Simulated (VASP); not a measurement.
# Si2Mo (I4/mmm) in VASP: further runs

Runs on Si2Mo. Level: PBE. Tasks: single point.

Everything below comes from runs of VASP 6.6.1. Logs are shortened: lines on timing, memory, paths and dates and some standing lists are left out, and cuts for length are marked.

### 1 The cell of the first run

The structure is tetragonal, space group I4/mmm (No. 139). Conventional cell: a = 3.200 Å, b = 3.200 Å, c = 7.861 Å, α = 90.00°, β = 90.00°, γ = 90.00°. Mo (site symmetry 4/mmm) has 10 Si at 2.62 Å and 4 Mo at 3.20 Å within 3.5 Å. Si (site symmetry 4mm) has 9 Si at 2.61 to 3.20 Å and 5 Mo at 2.62 Å within 3.4 Å.

### 2 Single point, PBE

The input, INCAR:

```
SYSTEM = Si2Mo
PREC = Accurate ; ENCUT = 520
EDIFF = 1E-6 ; ISMEAR = 0
SIGMA = 0.018000000000000002 ; LREAL = .FALSE.
LASPH = .TRUE. ; NELM = 60
ALGO = Normal ; ISIF = 2
LWAVE = .FALSE. ; LCHARG = .TRUE.
GGA = PE ; LELF = .TRUE.
LVHAR = .TRUE. ; NBANDS = 18
```

The input, KPOINTS:

```
Automatic mesh
0
G
  12 12 12
  0 0 0
```

The input, POSCAR:

```
Si2Mo
1.0
   -1.6000000000      1.6000000000      3.9305000000
    1.6000000000     -1.6000000000      3.9305000000
    1.6000000000      1.6000000000     -3.9305000000
Mo Si
1 2
Direct
    0.0000000000      0.0000000000      0.0000000000
    0.6670000000      0.6670000000      0.0000000000
    0.3330000000      0.3330000000      0.0000000000
```

Potentials or basis: VASP PAW PBE potentials, release 64 (Mo_sv, Si).

Launch:

```bash
$ cat potpaw_PBE.64/Mo_sv/POTCAR potpaw_PBE.64/Si/POTCAR > POTCAR
$ mpirun -np 1 vasp_std > vasp.out
```

OUTCAR:

```text
SYSTEM = Si2Mo
   PREC = Accurate
   ENCUT = 520
   EDIFF = 1E-6
   ISMEAR = 0
   LREAL = .FALSE.
   LASPH = .TRUE.
   NELM = 60
   ISIF = 2
   GGA = PE

 ion  position               nearest neighbor table
   1  0.000  0.000  0.000-   2 2.62   3 2.62   2 2.62   3 2.62   2 2.62   3 2.62   3 2.62   2 2.62
                             2 2.62   3 2.62
   2  0.667  0.667  0.000-   3 2.61   3 2.61   3 2.61   3 2.61   1 2.62   1 2.62   1 2.62   1 2.62
                             1 2.62   3 2.63
   3  0.333  0.333  0.000-   2 2.61   2 2.61   2 2.61   2 2.61   1 2.62   1 2.62   1 2.62   1 2.62
                             1 2.62   2 2.63

  LATTYP: Found a body centered tetragonal cell.
 ALAT       =     3.2000000000
 C/A-ratio  =     2.4565625000

  Lattice vectors:

 A1 = (  -1.6000000000,   1.6000000000,   3.9305000000)
 A2 = (   1.6000000000,  -1.6000000000,   3.9305000000)
 A3 = (   1.6000000000,   1.6000000000,  -3.9305000000)

Analysis of symmetry for initial positions (statically):
=====================================================================
 Subroutine PRICEL returns:
 Original cell was already a primitive cell.

 Routine SETGRP: Setting up the symmetry group for a
 body centered tetragonal supercell.

 Subroutine GETGRP returns: Found 16 space group operations
 (whereof 16 operations were pure point group operations)
 out of a pool of 16 trial point group operations.

The static configuration has the point symmetry D_4h.

Analysis of symmetry for dynamics (positions and initial velocities):
=====================================================================
 Subroutine PRICEL returns:
 Original cell was already a primitive cell.

 Routine SETGRP: Setting up the symmetry group for a
 body centered tetragonal supercell.

 Subroutine GETGRP returns: Found 16 space group operations
 (whereof 16 operations were pure point group operations)
 out of a pool of 16 trial point group operations.

The dynamic configuration has the point symmetry D_4h.

 Subroutine INISYM returns: Found 16 space group operations
 (whereof 16 operations are pure point group operations),
 and found     1 'primitive' translations

----------------------------------------------------------------------------------------

                                     Primitive cell

  volume of cell :      40.2483

  direct lattice vectors                    reciprocal lattice vectors
    -1.600000000  1.600000000  3.930500000     0.000000000  0.312500000  0.127210279
     1.600000000 -1.600000000  3.930500000     0.312500000  0.000000000  0.127210279
     1.600000000  1.600000000 -3.930500000     0.312500000  0.312500000  0.000000000

  length of vectors
     4.535287229  4.535287229  4.535287229     0.337399918  0.337399918  0.441941738

  position of ions in fractional coordinates (direct lattice)
     0.000000000  0.000000000  0.000000000
     0.667000000  0.667000000  0.000000000
     0.333000000  0.333000000  0.000000000

  ion indices of the primitive-cell ions
   primitive index   ion index
                 1           1
                 2           2
                 3           3

----------------------------------------------------------------------------------------

 KPOINTS: Automatic mesh

Automatic generation of k-mesh.
 Grid dimensions read from file:
 generate k-points for:   12   12   12

 Generating k-lattice:

  Cartesian coordinates                     Fractional coordinates (reciprocal lattice)
     0.000000000  0.026041667  0.010600857     0.083333333  0.000000000 -0.000000000
     0.026041667  0.000000000  0.010600857     0.000000000  0.083333333 -0.000000000
     0.026041667  0.026041667  0.000000000     0.000000000  0.000000000  0.083333333

  Length of vectors
     0.028116660  0.028116660  0.036828478

  Shift w.r.t. Gamma in fractional coordinates (k-lattice)
     0.000000000  0.000000000  0.000000000

 Subroutine IBZKPT returns following result:
 ===========================================

 Found    163 irreducible k-points:

 Following reciprocal coordinates:
            Coordinates               Weight
  0.000000  0.000000  0.000000      1.000000
  0.083333 -0.000000  0.000000      8.000000
  0.166667 -0.000000  0.000000      8.000000
  0.250000 -0.000000  0.000000      8.000000
  0.333333 -0.000000  0.000000      8.000000
  0.416667  0.000000  0.000000      8.000000
[... 16 lines left out ...]
  0.500000  0.166667  0.000000     16.000000
 -0.416667  0.166667  0.000000     16.000000
 [... further k-points ...]
   k-points           NKPTS =    163   k-points in BZ     NKDIM =    163   number of bands    NBANDS=     18
   number of dos      NEDOS =    301   number of ions     NIONS =      3
   total plane-waves  NPLWV =  46656
   dimension x,y,z NGX =    36 NGY =   36 NGZ =   36
   dimension x,y,z NGXF=    72 NGYF=   72 NGZF=   72
   ions per type =               1   2
   NGX,Y,Z   is equivalent  to a cutoff of  13.20, 13.20, 13.20 a.u.
   NGXF,Y,Z  is equivalent  to a cutoff of  26.39, 26.39, 26.39 a.u.
 SYSTEM =  Si2Mo
   PREC   = accura    normal or accurate (medium, high low for compatibility)
   ISTART =      0    job   : 0-new  1-cont  2-samecut
   ICHARG =      2    charge: 1-file 2-atom 10-const
   ISPIN  =      1    spin polarized calculation?
   LNONCOLLINEAR =      F non collinear calculations
   LSORBIT =      F    spin-orbit coupling
   LASPH  =      T    aspherical Exc in radial PAW
   ENCUT  =  520.0 eV  38.22 Ry    6.18 a.u.   8.43  8.43  8.43*2*pi/ulx,y,z
   NELM   =     60;   NELMIN=  2; NELMDL= -5     # of ELM steps
   EDIFF  = 0.1E-05   stopping-criterion for ELM
   LREAL  =      F    real-space projection
   EDIFFG = 0.1E-04   stopping-criterion for IOM
   NSW    =      0    number of steps for IOM
   IBRION =     -1    ionic relax: 0-MD 1-quasi-New 2-CG
   NFREE  =      0    steps in history (QN), initial steepest desc. (CG)
   ISIF   =      2    stress and relaxation
   ISYM   =      2    0-nonsym 1-usesym 2-fastsym
   POTIM  = 0.5000    time-step for ionic-motion
   TEBEG  =    0.0;   TEEND  =   0.0 temperature during run
   PSTRESS=    0.0 pullay stress
   NELECT =      22.0000    total number of electrons
   NUPDOWN=      -1.0000    fix difference up-down
   EMIN   =  10.00;   EMAX   =-10.00  energy-range for DOS
   EFERMI =   0.00;   METHOD = LEGACY
   ISMEAR =     0;   SIGMA  =   0.02  broadening in eV -4-tet -1-fermi 0-gaus
   EFERMI_NEDOS =   21; number of points for ismear=-14 and -15
   IALGO  =     38    algorithm
   IMIX   =      4    mixing-type and parameters
     AMIX     =   0.40;   BMIX     =  1.00
     AMIX_MAG =   1.60;   BMIX_MAG =  1.00
  volume/ion in A,a.u.               =      13.42        90.54
  Fermi-wavevector in a.u.,A,eV,Ry     =   1.338546  2.529484 24.377614  1.791704
  Thomas-Fermi vector in A             =   2.467007
   LORBIT       =      0    0 simple, 1 ext, 2 COOP (PROOUT), +10 PAW based schemes
   GGA     = PE    functional components
   LHFCALC =     F    Hartree Fock is set to
   AEXX    =    0.0000 exact exchange contribution
   IVDW    =     0    specifies the selected vdW correction
   LEPSILON=     F    determine dielectric tensor
   LRPA    =     F    only Hartree local field effects (RPA)
 non-spin polarized calculation
 Gauss-broadening in eV      SIGMA  =   0.02
  energy-cutoff  :      520.00
  volume of cell :       40.25
 maximum number of plane-waves:      1112
 NGX is ok and might be reduce to    36
   NGX = 17   NGY = 17   NGZ = 17

 number of electron      22.0000000 magnetization

 Free energy of the ion-electron system (eV)
  ---------------------------------------------------
  ext. energy  EPLUGINS =         0.00000000
  ---------------------------------------------------
  free energy    TOTEN  =       -23.25219462 eV

  energy without entropy =      -23.25209367  energy(sigma->0) =      -23.25214414

 E-fermi :  12.3150     XC(G=0): -12.4280

 val. band max:       12.2039444518   @ k =  -0.3333  -0.4167   0.3333
 cond. band min:      12.3158787157   @ k =   0.0833  -0.0000   0.0000
 fundamental gap:      0.1119342638
 Fermi energy:        12.3150238019

 k-point     1 :       0.0000    0.0000    0.0000
  band No.  band energies     occupation
      1     -48.4679      2.00000
      2     -22.6304      2.00000
      3     -22.5334      2.00000
      4     -22.5334      2.00000
      5      -1.1899      2.00000
      6       5.9293      2.00000
[... 10 lines left out ...]
     17      17.2935      0.00000
     18      17.2935      0.00000

 k-point     2 :       0.0833   -0.0000    0.0000
  band No.  band energies     occupation
      1     -48.4667      2.00000
      2     -22.6291      2.00000
      3     -22.5508      2.00000
      4     -22.5318      2.00000
      5      -1.0640      2.00000
      6       5.9348      2.00000
[... 10 lines left out ...]
     17      17.4222      0.00000
     18      18.0358      0.00000

 k-point     3 :       0.1667   -0.0000    0.0000
  band No.  band energies     occupation
      1     -48.4633      2.00000
      2     -22.6256      2.00000
      3     -22.5981      2.00000
      4     -22.5274      2.00000
      5      -0.6928      2.00000
      6       5.8842      2.00000
[... 10 lines left out ...]
     17      18.1393      0.00000
     18      19.4978      0.00000

 k-point     4 :       0.2500   -0.0000    0.0000
  band No.  band energies     occupation
      1     -48.4587      2.00000
      2     -22.6624      2.00000
      3     -22.6204      2.00000
      4     -22.5214      2.00000
      5      -0.0952      2.00000
      6       5.5313      2.00000
[... 375 lines left out ...]
      4     -22.5720      2.00000
      5       2.2221      2.00000
      6       3.7381      2.00000
[... 10 lines left out ...]
     17      19.6487      0.00000
     18      21.1539      0.00000

 k-point    23 :       0.5000    0.1667    0.0000
  band No.  band energies     occupation
      1     -48.4450      2.00000
      2     -22.7785      2.00000
      3     -22.6035      2.00000
      4     -22.5701      2.00000
      5       2.7280      2.00000
      6       3.2276      2.00000
[... 10 lines left out ...]
     17      19.8086      0.00000
     18      21.0254      0.00000

 k-point    24 :      -0.4167    0.1667    0.0000
  band No.  band energies     occupation
      1     -48.4463      2.00000
      2     -22.7620      2.00000
      3     -22.6038      2.00000
      4     -22.5718      2.00000
      5       1.7500      2.00000
      6       4.2599      2.00000
[... 10 lines left out ...]
     17      19.5929      0.00000
     18      20.4377      0.00000

 [... further k-points ...]

------------------------ aborting loop because EDIFF is reached ----------------------------------------

  FORCE on cell =-STRESS in cart. coord.  units (eV):
  Direction    XX          YY          ZZ          XY          YZ          ZX
  --------------------------------------------------------------------------------------
  -------------------------------------------------------------------------------------
  Total        0.7001045      0.7001045      0.4077261      0.0000000      0.0000000      0.0000000
  in kB       27.8692784     27.8692784     16.2304804      0.0000000      0.0000000      0.0000000
  external PRESSURE =      23.9896791 kB  Pullay stress =       0.0000000 kB

 VOLUME and BASIS-vectors are now :
 -----------------------------------------------------------------------------
  energy-cutoff  :      520.00
  volume of cell :       40.25
      direct lattice vectors                 reciprocal lattice vectors
    -1.600000000  1.600000000  3.930500000     0.000000000  0.312500000  0.127210279
     1.600000000 -1.600000000  3.930500000     0.312500000  0.000000000  0.127210279
     1.600000000  1.600000000 -3.930500000     0.312500000  0.312500000  0.000000000

 POSITION                                       TOTAL-FORCE (eV/Angst)
 -----------------------------------------------------------------------------------
      0.00000      0.00000      0.00000        -0.000000     -0.000000     -0.000000
      0.00000      0.00000      5.24329        -0.000000     -0.000000     -0.271616
      0.00000      0.00000      2.61771         0.000000      0.000000      0.271616
 -----------------------------------------------------------------------------------
    total drift:                                0.000000      0.000000     -0.000000

  FREE ENERGIE OF THE ION-ELECTRON SYSTEM (eV)
  ---------------------------------------------------
  free  energy   TOTEN  =       -23.2521946171 eV

  energy  without entropy=      -23.2520936660  energy(sigma->0) =      -23.25214414
```

Run time: 2 min. Hardware: 1 thread of Intel Xeon Platinum 8488C (Sapphire Rapids), shared host; peak memory 0.28 GiB.

What came out:

| Quantity | Value |
| --- | --- |
| Free energy | -23.2522 eV |
| Pressure | 2.4 GPa |
| Largest force | 0.272 eV/Å |
| Band gap on the k mesh | zero (bands 11 and 12 overlap by 1.04 eV) |

Forces in eV/Å, atoms in the order of the input:
```
Mo   0.000  0.000  0.000
Si   0.000  0.000 -0.272
Si   0.000  0.000  0.272
```

### 3 Single point, PBE

The input, INCAR:

```
SYSTEM = Si2Mo
PREC     = Accurate       ! precision mode
ENCUT    = 520            ! plane-wave cutoff, eV
EDIFF    = 1E-7           ! SCF threshold, eV
ISMEAR   = 0              ! smearing method
SIGMA    = 0.019000000000000003 ! smearing width, eV
LREAL    = .FALSE.        ! projectors in reciprocal space
LASPH    = .TRUE.         ! aspherical terms in the spheres
NELM     = 100            ! most SCF steps
ALGO     = Normal         ! electronic algorithm
ISIF     = 2              ! what is computed and relaxed
LWAVE    = .FALSE.        ! write WAVECAR
LCHARG   = .TRUE.         ! write CHGCAR
GGA      = PE             ! functional
LELF     = .TRUE.         ! ELF
LVHAR    = .TRUE.       
NBANDS   = 18             ! bands
```

The input, KPOINTS:

```
regular mesh
0
G
  12 12 12
  0 0 0
```

POSCAR is that of step 2.

Potentials or basis: VASP PAW PBE potentials, release 64 (Mo_sv, Si).

Launch:

```bash
$ cat potpaw_PBE.64/Mo_sv/POTCAR potpaw_PBE.64/Si/POTCAR > POTCAR
$ mpirun -np 1 vasp_std > vasp.out
```

Run time: 2.3 min. Hardware: 1 thread of Intel Xeon Platinum 8488C (Sapphire Rapids), shared host; peak memory 0.28 GiB.

It converged, with:

| Item | Value |
| --- | --- |
| Free energy | -23.2522 eV |
| Pressure | 2.4 GPa |
| Largest force | 0.272 eV/Å |
| Band gap on the k mesh | zero (bands 11 and 12 overlap by 1.04 eV) |

Forces on the atoms (eV/Å):
```
Mo   0.000  0.000  0.000
Si   0.000  0.000 -0.272
Si   0.000  0.000  0.272
```

Stress tensor (GPa, compression positive):
```
2.78 0.00 0.00
0.00 2.78 0.00
0.00 0.00 1.62
```

Levels at points of the mesh, in eV from the Fermi level:
```tsv
k point	band 8	band 9	band 10	band 11	band 12	band 13	band 14	band 15
(0.00, 0.00, 0.00)	-3.06	-2.70	-2.70	0.37	3.03	3.07	3.59	3.59
(0.50, 0.00, 0.00)	-4.52	-2.66	-2.55	-0.56	2.22	2.97	3.98	4.21
(0.50, 0.50, 0.00)	-5.32	-4.54	-3.11	-1.18	2.28	2.67	2.96	3.20
(0.50, 0.50, 0.50)	-2.33	-0.63	-0.63	-0.57	-0.57	0.50	4.57	5.11
```
